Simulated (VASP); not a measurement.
Write the native input for VASP 6.6.1 that does the following.

* Task: single point
* Functional: LDA
* Potentials or basis: VASP PAW LDA potentials, release 64 (Pt_sv_GW)
* Cutoff: 570 eV
* k mesh: 22 × 22 × 22
* Occupations: gaussian, width 0.15 eV
* Spin: no spin polarisation
* Dipole correction: no
* Further INCAR settings: ALGO = Normal; EDIFF = 1e-06; NBANDS = 15

The structure of Pt lies in POSCAR:

```
Pt
1.0
   -2.0386165356      1.6373261282      1.6373261282
    1.6373261282     -2.0386165356      1.6373261282
    1.6373261282      1.6373261282     -2.0386165356
Pt
1
Direct
    0.0000000000      0.0000000000      0.0000000000
```

These files were run (other wordings do the same):

INCAR

```
ALGO = Normal
EDIFF = 1E-6
ENCUT = 570
GGA_COMPAT = False
ISIF = 2
ISMEAR = 0
LASPH = True
LCHARG = False
LREAL = False
LWAVE = False
NBANDS = 15
NELM = 120
PREC = Accurate
SIGMA = 0.15
```

KPOINTS

```
k-points
0
Gamma
  22 22 22
```

Potentials or basis: VASP PAW LDA potentials, release 64 (Pt_sv_GW).

Command:

```bash
$ cat potpaw_LDA.64/Pt_sv_GW/POTCAR > POTCAR
$ mpirun -np 1 vasp_std > vasp.out
```

It gave:

* Pressure: 46.7 GPa
* Band gap on the k mesh: zero (bands 9 and 10 overlap by 4.75 eV)

Caveat: the cell stands under pressure; spin-orbit coupling is left out, which moves the levels of the heavy elements.

Wall time 66 s on 1 thread of Intel(R) Xeon(R) 6975P-C (Granite Rapids), on a shared host, peak memory 0.38 GiB.
